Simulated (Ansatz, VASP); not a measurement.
**Ti in VASP and in Ansatz**

```xyz
1
Lattice="-1.5977 1.5977 1.5977 1.5977 -1.5977 1.5977 1.5977 1.5977 -1.5977" Properties=species:S:1:pos:R:3 pbc="T T T"
Ti    0.0000    0.0000    0.0000
```

Alike in both runs: task relaxation of cell and atoms; functional PBE; dispersion D3(BJ); k mesh 18 × 18 × 18; occupations gaussian, width 0.1 eV; no spin polarisation.

|  | VASP | Ansatz |
| --- | --- | --- |
| version | VASP 6.6.1 | Ansatz 0.2.0 |
| potentials or method | VASP PAW PBE potentials, release 64 (Ti_sv), cutoff 600 eV | scalar-relativistic, plane waves, PAW |
| valence electrons in the cell | 12 | 12 |

```csv
,VASP,Ansatz,Ansatz less VASP
"gap on the k mesh at the Fermi level, each at its own relaxed structure (eV)",none,none,-
relaxed volume (Å³/atom),16.27,16.31,+0.046
relaxed cell length with the largest relative difference (Å),2.765,2.767,+0.0026
```

A gap of «none» marks a metal or a gap that the smearing closes.
